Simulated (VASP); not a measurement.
Ti: single point with r2SCAN

The system is Ti.

```
Ti
1.0
     0.00000    2.06450    2.06450
     2.06450    0.00000    2.06450
     2.06450    2.06450    0.00000
Ti
1
Direct
  0.00000 0.00000 0.00000
```

This isn't the form of Ti at room conditions, which is hcp.

```json
{"Program": "VASP 6.6.1", "Task": "single point", "Functional": "r2SCAN", "Potentials or basis": "VASP PAW PBE potentials, release 64 (Ti_sv)", "Cutoff": "550 eV", "k mesh": "8 × 8 × 8", "Occupations": "fermi-dirac, width 0.1 eV", "Spin": "no spin polarisation"}
```

```
Pressure               : -0.7 GPa
Band gap on the k mesh : zero (bands 6 and 7 overlap by 1.41 eV)
```

Levels at points of the mesh, in eV from the Fermi level:
| k point | band 3 | band 4 | band 5 | band 6 | band 7 | band 8 | band 9 | band 10 |
| --- | --- | --- | --- | --- | --- | --- | --- | --- |
| (0.00, 0.00, 0.00) | -33.91 | -33.91 | -6.46 | 0.97 | 0.97 | 0.97 | 2.74 | 2.74 |
| (0.50, 0.00, 0.00) | -34.00 | -34.00 | -2.70 | 0.40 | 0.90 | 0.90 | 3.75 | 3.75 |
| (0.50, 0.50, 0.00) | -34.15 | -34.15 | -2.62 | -1.76 | 2.73 | 3.81 | 3.98 | 3.98 |

It took 51 s on 1 thread of Intel Xeon 8259CL (shared host), peak memory 0.14 GiB.

Caveat: the PAW data sets were made with another functional, which shifts forces and pressure a little.
